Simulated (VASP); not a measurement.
Write the native input for VASP 6.6.1 that does the following.

```
Task                   : single point
Functional             : PBE
Potentials or basis    : VASP PAW PBE potentials, release 64 (Ca_sv, Si, N)
Cutoff                 : 520 eV
k mesh                 : 6 × 6 × 6
Occupations            : gaussian, width 0.1 eV
Spin                   : collinear spin, ferromagnetic start
Starting moments       : [0.0, 0.0, 0.0, 1.0, 1.0, 1.0] μB
Dipole correction      : no
Further INCAR settings : ALGO = Normal; EDIFF = 1e-06; NBANDS = 30
```

The structure of CaSi2N3 lies in POSCAR:

```
CaSi2N3
1.0
    5.3175034300      0.0000000000      0.0000000000
   -2.6587517100      4.6050930500      0.0000000000
    0.0000000000      0.0000000000      3.2214362700
Ca Si N
1 2 3
Direct
    0.0000000000      0.0000000000      0.0000000000
    0.3333333300      0.6666666700      0.0000000000
    0.6666666700      0.3333333300      0.0000000000
    0.5000000000      0.0000000000      0.5000000000
    0.5000000000      0.5000000000      0.5000000000
    0.0000000000      0.5000000000      0.5000000000
```

The cell was generated, and may not be a known phase.

The input as run:

INCAR

```
ALGO = Normal
EDIFF = 1E-6
ENCUT = 520
GGA = PE
ISIF = 2
ISMEAR = 0
ISPIN = 2
LASPH = T
LCHARG = F
LORBIT = 11
LREAL = F
LWAVE = F
MAGMOM = 0 0 0 1 1 1
NBANDS = 30
NELM = 150
PREC = Accurate
SIGMA = 0.1
```

KPOINTS

```
k-points
0
Gamma
  6 6 6
```

Potentials or basis: VASP PAW PBE potentials, release 64 (Ca_sv, Si, N).

Run with:

```sh
$ cat potpaw_PBE.64/Ca_sv/POTCAR potpaw_PBE.64/Si/POTCAR potpaw_PBE.64/N/POTCAR > POTCAR
$ mpirun -np 1 vasp_std > vasp.out
```

It gave:

* Pressure: -17.5 GPa
* Net moment: 0.00 μB per cell
* Valence electrons inside the program's atomic spheres: Ca 8.13; Si 1.39; N 3.52

Caveat: the stress differs along the axes, from -59 to 3 GPa.

It took 3.6 min on 1 thread of Oxide Virtual Turin-like Processor (shared host), peak memory 0.24 GiB.
